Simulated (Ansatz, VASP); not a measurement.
Two plane-wave programs on TiO2

```xyz
6
Lattice="2.6712 -2.6713 -0.0200 2.6712 2.6713 -0.0200 -2.6353 0.0000 4.8119" Properties=species:S:1:pos:R:3 pbc="T T T"
Ti    2.0124    2.0034    1.1830
Ti    0.6947   -2.0034    3.5890
O    -0.6439   -0.6678    3.1893
O     3.3510    0.6678    1.5827
O     2.0334   -0.6678    3.9887
O     0.6737    0.6678    0.7833
```

Alike in both runs: task single point; functional PBEsol; k mesh 6 × 6 × 6; no spin polarisation.

|  | VASP | Ansatz |
| --- | --- | --- |
| version | VASP 6.6.1 | Ansatz 0.2.0 |
| potentials or method | VASP PAW PBE potentials, release 64 (Ti_sv, O) | plane waves |
| plane-wave cutoff (eV) | 520 | 420 |
| occupations | gaussian, width 0.01 eV | fixed |
| valence electrons in the cell | 48 | 48 |

Ansatz gave:

* gap on the k mesh at the Fermi level (eV): 2.15
* pressure (GPa): -1.5
* traceless stress, the component that is largest in VASP (GPa): 0.06
* rms of the force components (eV/Å): 0.009

**Question.** Estimate VASP's values.

**Answer.** gap on the k mesh at the Fermi level (eV): 2.13; pressure (GPa): -0.8; traceless stress, the component that is largest in VASP (GPa): 0.11; rms of the force components (eV/Å): 0.000.

VASP's potentials were made for PBE, not for PBEsol. Atom by atom the forces differ by 0.009 eV/Å (rms over components). Ansatz's warnings: near symmetry operations not taken.
